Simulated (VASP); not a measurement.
# BP (F-43m) in VASP: single point with HSE06

Aim: the single point of BP with HSE06.

Program: VASP 6.6.1. These are calculated values, not measurements. Logs are shortened: lines on timing, memory, paths and dates and some standing lists are left out, and cuts for length are marked.

## (1) The cell of the first run

It takes space group F-43m (No. 216, cubic). Conventional cell: a = 4.520 Å, b = 4.520 Å, c = 4.520 Å, α = 90.00°, β = 90.00°, γ = 90.00°. Within 2.6 Å of B (site symmetry -43m) lie 4 P at 1.96 Å. Within 2.6 Å of P (site symmetry -43m) lie 4 B at 1.96 Å.

## (2) Single point, HSE06

The input, POSCAR:

```
BP
1.0
    0.0000000000      2.2600950000      2.2600950000
    2.2600950000      0.0000000000      2.2600950000
    2.2600950000      2.2600950000      0.0000000000
B P
1 1
Direct
    0.0000000000      0.0000000000      0.0000000000
    0.2500000000      0.2500000000      0.2500000000
```

The input, INCAR.step1:

```
PREC     = Accurate       # precision mode
ENCUT    = 520            # plane-wave cutoff, eV
EDIFF    = 1E-5           # SCF threshold, eV
ISMEAR   = -1             # smearing method
SIGMA    = 0.05           # smearing width, eV
LREAL    = False          # projectors in reciprocal space
LASPH    = True           # aspherical terms in the spheres
NELM     = 100            # most SCF steps
ALGO     = Normal         # electronic algorithm
ISIF     = 2              # what is computed and relaxed
LWAVE    = True           # write WAVECAR
LCHARG   = False          # write CHGCAR
NBANDS   = 11             # bands
GGA      = PE             # functional
```

The input, INCAR.step2:

```
PREC     = Accurate       # precision mode
ENCUT    = 520            # plane-wave cutoff, eV
EDIFF    = 1E-6           # SCF threshold, eV
ISMEAR   = -1             # smearing method
SIGMA    = 0.05           # smearing width, eV
LREAL    = False          # projectors in reciprocal space
LASPH    = True           # aspherical terms in the spheres
NELM     = 100            # most SCF steps
ALGO     = Normal         # electronic algorithm
ISIF     = 2              # what is computed and relaxed
LWAVE    = False          # write WAVECAR
LCHARG   = False          # write CHGCAR
GGA      = PE             # functional
LHFCALC  = True           # exact exchange
HFSCREEN = 0.2079         # screening, 1/A
PRECFOCK = Normal       
NBANDS   = 11             # bands
ISTART   = 1
```

The input, KPOINTS:

```
regular mesh
0
Gamma
  9 9 9
```

Potentials or basis: VASP PAW PBE potentials, release 64 (B, P).

Launch:

```sh
$ cat potpaw_PBE.64/B/POTCAR potpaw_PBE.64/P/POTCAR > POTCAR
$ cp INCAR.step1 INCAR
$ mpirun -np 1 vasp_std > vasp.out
$ cp INCAR.step2 INCAR
$ mpirun -np 1 vasp_std > vasp.out
```

OUTCAR:

```text
PREC = Accurate
   ENCUT = 520
   EDIFF = 1E-6
   ISMEAR = -1
   LREAL = False
   LASPH = True
   NELM = 100
   ISIF = 2
   GGA = PE
   LHFCALC = True
   HFSCREEN = 0.2079
   PRECFOCK = Normal
   ISTART = 1

 ion  position               nearest neighbor table
   1  0.000  0.000  0.000-   2 1.96   2 1.96   2 1.96   2 1.96
   2  0.250  0.250  0.250-   1 1.96   1 1.96   1 1.96   1 1.96

  LATTYP: Found a face centered cubic cell.
 ALAT       =     4.5201900000

  Lattice vectors:

 A1 = (   0.0000000000,   2.2600950000,   2.2600950000)
 A2 = (   2.2600950000,   0.0000000000,   2.2600950000)
 A3 = (   2.2600950000,   2.2600950000,   0.0000000000)

Analysis of symmetry for initial positions (statically):
=====================================================================
 Subroutine PRICEL returns:
 Original cell was already a primitive cell.

 Routine SETGRP: Setting up the symmetry group for a
 face centered cubic supercell.

 Subroutine GETGRP returns: Found 24 space group operations
 (whereof 24 operations were pure point group operations)
 out of a pool of 48 trial point group operations.

The static configuration has the point symmetry T_d .

Analysis of symmetry for dynamics (positions and initial velocities):
=====================================================================
 Subroutine PRICEL returns:
 Original cell was already a primitive cell.

 Routine SETGRP: Setting up the symmetry group for a
 face centered cubic supercell.

 Subroutine GETGRP returns: Found 24 space group operations
 (whereof 24 operations were pure point group operations)
 out of a pool of 48 trial point group operations.

The dynamic configuration has the point symmetry T_d .

 Subroutine INISYM returns: Found 24 space group operations
 (whereof 24 operations are pure point group operations),
 and found     1 'primitive' translations

----------------------------------------------------------------------------------------

                                     Primitive cell

  volume of cell :      23.0893

  direct lattice vectors                    reciprocal lattice vectors
     0.000000000  2.260095000  2.260095000    -0.221229639  0.221229639  0.221229639
     2.260095000  0.000000000  2.260095000     0.221229639 -0.221229639  0.221229639
     2.260095000  2.260095000  0.000000000     0.221229639  0.221229639 -0.221229639

  length of vectors
     3.196257001  3.196257001  3.196257001     0.383180974  0.383180974  0.383180974

  position of ions in fractional coordinates (direct lattice)
     0.000000000  0.000000000  0.000000000
     0.250000000  0.250000000  0.250000000

  ion indices of the primitive-cell ions
   primitive index   ion index
                 1           1
                 2           2

----------------------------------------------------------------------------------------

 KPOINTS: regular mesh

Automatic generation of k-mesh.
 Grid dimensions read from file:
 generate k-points for:    9    9    9

 Generating k-lattice:

  Cartesian coordinates                     Fractional coordinates (reciprocal lattice)
    -0.024581071  0.024581071  0.024581071     0.111111111  0.000000000  0.000000000
     0.024581071 -0.024581071  0.024581071     0.000000000  0.111111111  0.000000000
     0.024581071  0.024581071 -0.024581071     0.000000000  0.000000000  0.111111111

  Length of vectors
     0.042575664  0.042575664  0.042575664

  Shift w.r.t. Gamma in fractional coordinates (k-lattice)
     0.000000000  0.000000000  0.000000000

 Subroutine IBZKPT returns following result:
 ===========================================

 Found     35 irreducible k-points:

 Following reciprocal coordinates:
            Coordinates               Weight
  0.000000  0.000000  0.000000      1.000000
  0.111111  0.000000  0.000000      8.000000
  0.222222  0.000000  0.000000      8.000000
  0.333333  0.000000  0.000000      8.000000
  0.444444  0.000000  0.000000      8.000000
  0.111111  0.111111  0.000000      6.000000
[... 16 lines left out ...]
 -0.333333  0.333333  0.000000     12.000000
  0.444444  0.444444  0.000000      6.000000
 [... further k-points ...]
   k-points           NKPTS =     35   k-points in BZ     NKDIM =    729   number of bands    NBANDS=     11
   number of dos      NEDOS =    301   number of ions     NIONS =      2
   total plane-waves  NPLWV =  13824
   dimension x,y,z NGX =    24 NGY =   24 NGZ =   24
   dimension x,y,z NGXF=    48 NGYF=   48 NGZF=   48
   ions per type =               1   1
   NGX,Y,Z   is equivalent  to a cutoff of  12.48, 12.48, 12.48 a.u.
   NGXF,Y,Z  is equivalent  to a cutoff of  24.97, 24.97, 24.97 a.u.
 SYSTEM =  unknown system
   PREC   = accura    normal or accurate (medium, high low for compatibility)
   ISTART =      1    job   : 0-new  1-cont  2-samecut
   ICHARG =      0    charge: 1-file 2-atom 10-const
   ISPIN  =      1    spin polarized calculation?
   LNONCOLLINEAR =      F non collinear calculations
   LSORBIT =      F    spin-orbit coupling
   LASPH  =      T    aspherical Exc in radial PAW
   ENCUT  =  520.0 eV  38.22 Ry    6.18 a.u.   5.94  5.94  5.94*2*pi/ulx,y,z
   NELM   =    100;   NELMIN=  2; NELMDL=  0     # of ELM steps
   EDIFF  = 0.1E-05   stopping-criterion for ELM
   LREAL  =      F    real-space projection
   EDIFFG = 0.1E-04   stopping-criterion for IOM
   NSW    =      0    number of steps for IOM
   IBRION =     -1    ionic relax: 0-MD 1-quasi-New 2-CG
   NFREE  =      0    steps in history (QN), initial steepest desc. (CG)
   ISIF   =      2    stress and relaxation
   ISYM   =      3    0-nonsym 1-usesym 2-fastsym
   POTIM  = 0.5000    time-step for ionic-motion
   TEBEG  =    0.0;   TEEND  =   0.0 temperature during run
   PSTRESS=    0.0 pullay stress
   NELECT =       8.0000    total number of electrons
   NUPDOWN=      -1.0000    fix difference up-down
   EMIN   =  10.00;   EMAX   =-10.00  energy-range for DOS
   EFERMI =   0.00;   METHOD = LEGACY
   ISMEAR =    -1;   SIGMA  =   0.05  broadening in eV -4-tet -1-fermi 0-gaus
   EFERMI_NEDOS =   21; number of points for ismear=-14 and -15
   IALGO  =     38    algorithm
   IMIX   =      1    mixing-type and parameters
     AMIX     =   0.40;   BMIX     =  1.00
     AMIX_MAG =   1.60;   BMIX_MAG =  1.00
  volume/ion in A,a.u.               =      11.54        77.91
  Fermi-wavevector in a.u.,A,eV,Ry     =   1.149833  2.172869 17.988482  1.322116
  Thomas-Fermi vector in A             =   2.286500
   LORBIT       =      0    0 simple, 1 ext, 2 COOP (PROOUT), +10 PAW based schemes
   GGA     = PE    functional components
   LHFCALC =     T    Hartree Fock is set to
   PRECFOCK=normal    Normal, Fast or Accurate (Low or Medium for compatibility)
   ENCUT4O =  -1.0   cutoff for four orbital integrals eV
   NKREDX  =     1    reduce k-point grid by
   NKREDY  =     1    reduce k-point grid by
   NKREDZ  =     1    reduce k-point grid by
   AEXX    =    0.2500 exact exchange contribution
   HFSCREEN=    0.2079 screening length (either q_TF or 0.3 A-1)
   HFSCREENC=   0.2079 screening length for correlation (either q_TF or 0.3 A-1)
   ENCUTFOCK=  -1.0 apply spherical cutoff to Coloumb kernel
   IVDW    =     0    specifies the selected vdW correction
   LEPSILON=     F    determine dielectric tensor
   LRPA    =     F    only Hartree local field effects (RPA)
 non-spin polarized calculation
  energy-cutoff  :      520.00
  volume of cell :       23.09
 maximum number of plane-waves:       634
  NGX = 18; NGY = 18; NGZ = 18

 number of electron       8.0000001 magnetization

 Free energy of the ion-electron system (eV)
  ---------------------------------------------------
  ext. energy  EPLUGINS =         0.00000000
  ---------------------------------------------------
  free energy    TOTEN  =       -14.84053624 eV

  energy without entropy =      -14.84053624  energy(sigma->0) =      -14.84053624

 E-fermi :   8.1475     XC(G=0):  -9.0481

 val. band max:        7.1467434354   @ k =   0.0000   0.0000   0.0000
 cond. band min:       9.1035442090   @ k =   0.4444   0.4444   0.0000
 fundamental gap:      1.9568007736
 Fermi energy:         8.1474565359

 k-point     1 :       0.0000    0.0000    0.0000
  band No.  band energies     occupation
      1     -10.0629      2.00000
      2       7.1467      2.00000
      3       7.1467      2.00000
      4       7.1467      2.00000
      5      11.4973      0.00000
      6      11.4973      0.00000
      7      11.4973      0.00000
      8      16.0170      0.00000
      9      19.8264      0.00000
     10      20.6320      0.00000
     11      20.6320      0.00000

 k-point     2 :       0.1111    0.0000    0.0000
  band No.  band energies     occupation
      1      -9.8166      2.00000
      2       5.4791      2.00000
      3       6.7719      2.00000
      4       6.7719      2.00000
      5      12.0025      0.00000
      6      12.0229      0.00000
      7      12.0229      0.00000
      8      16.6653      0.00000
      9      19.7658      0.00000
     10      19.7658      0.00000
     11      20.5796      0.00000

 k-point     3 :       0.2222    0.0000    0.0000
  band No.  band energies     occupation
      1      -9.0887      2.00000
      2       2.5300      2.00000
      3       6.0857      2.00000
      4       6.0857      2.00000
      5      12.1841      0.00000
      6      12.8506      0.00000
      7      12.8506      0.00000
      8      17.9875      0.00000
      9      19.2512      0.00000
     10      19.2512      0.00000
     11      21.4462      0.00000
[... 267 lines left out ...]
 k-point    23 :      -0.3333    0.3333    0.0000
  band No.  band energies     occupation
      1      -5.1107      2.00000
      2      -1.6305      2.00000
      3       0.1392      2.00000
      4       3.7593      2.00000
      5      10.6036      0.00000
      6      16.6172      0.00000
      7      17.1545      0.00000
      8      18.4675      0.00000
      9      19.0677      0.00000
     10      20.2163      0.00000
     11      27.7438      0.00000

 k-point    24 :       0.4444    0.4444    0.0000
  band No.  band energies     occupation
      1      -5.2031      2.00000
      2      -1.8010      2.00000
      3       2.6548      2.00000
      4       2.6548      2.00000
      5       9.1035      0.00000
      6       9.8173      0.00000
      7      20.6415      0.00000
      8      20.6415      0.00000
      9      24.0462      0.00000
     10      25.2955      0.00000
     11      27.3298      0.00000

 [... further k-points ...]
[... 5 lines left out ...]
  --------------------------------------------------------------------------------------
  -------------------------------------------------------------------------------------
  Total       -0.0216690     -0.0216690     -0.0216690      0.0000000      0.0000000      0.0000000
  in kB       -1.5036254     -1.5036254     -1.5036254      0.0000000      0.0000000      0.0000000
  external PRESSURE =      -1.5036254 kB  Pullay stress =       0.0000000 kB

 VOLUME and BASIS-vectors are now :
 -----------------------------------------------------------------------------
  energy-cutoff  :      520.00
  volume of cell :       23.09
      direct lattice vectors                 reciprocal lattice vectors
     0.000000000  2.260095000  2.260095000    -0.221229639  0.221229639  0.221229639
     2.260095000  0.000000000  2.260095000     0.221229639 -0.221229639  0.221229639
     2.260095000  2.260095000  0.000000000     0.221229639  0.221229639 -0.221229639

 POSITION                                       TOTAL-FORCE (eV/Angst)
 -----------------------------------------------------------------------------------
      0.00000      0.00000      0.00000         0.000000      0.000000      0.000000
      1.13005      1.13005      1.13005        -0.000000     -0.000000     -0.000000
 -----------------------------------------------------------------------------------
    total drift:                                0.000000      0.000000      0.000000

  FREE ENERGIE OF THE ION-ELECTRON SYSTEM (eV)
  ---------------------------------------------------
  free  energy   TOTEN  =       -14.8405362434 eV

  energy  without entropy=      -14.8405362433  energy(sigma->0) =      -14.84053624
```

Wall time 42 min (1 thread of Oxide Virtual Turin-like, shared host); peak memory 0.23 GiB.

Results:

```yaml
Free_energy: -14.8405 eV
Pressure: -0.2 GPa
Band_gap_on_the_k_mesh: 1.96 eV (least direct gap 4.35 eV)
```

Levels at points of the mesh, in eV from the valence-band top:
```tsv
k point	band 2	band 3	band 4	band 5	band 6	band 7
(0.00, 0.00, 0.00)	0.00	0.00	0.00	4.35	4.35	4.35
```

Caveat: the PAW data sets were made with another functional, which shifts forces and pressure a little; an odd mesh through Γ misses points on the zone boundary, where band edges can lie.
